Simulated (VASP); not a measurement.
Input of a VASP 6.6.1 run:

INCAR

```
  PREC = Accurate
  ENCUT = 520
  EDIFF = 1E-6
  ISMEAR = -1
  SIGMA = 0.05
  LREAL = False
  LASPH = True
  NELM = 80
  ALGO = Normal
  ISIF = 2
  LWAVE = False
  LCHARG = True
  GGA = PS
  LELF = True
  LVHAR = True
  NBANDS = 13
```

The input KPOINTS:

```
regular mesh
0
Gamma
  15 15 15
```

Contents of POSCAR:

```
Se
1.0
    0.0000000000      2.1396987009      2.1396987009
    2.1396987009      0.0000000000      2.1396987009
    2.1396987009      2.1396987009      0.0000000000
Se
2
Direct
   -0.1250000000     -0.1250000000     -0.1250000000
    0.1250000000      0.1250000000      0.1250000000
```

Potentials or basis: VASP PAW PBE potentials, release 64 (Se).

The run is started by

```bash
$ cat potpaw_PBE.64/Se/POTCAR > POTCAR
$ mpirun -np 1 vasp_std > vasp.out
```

(1) Estimate the band gap on the k mesh.

(2) What does it give for the pressure?

Answers

(1) zero (band 6 reaches 20.95 eV, above the bottom of band 7 at 14.88 eV).

(2) 466.6 GPa.

Caveat: the PAW data sets were made with another functional, which shifts forces and pressure a little.
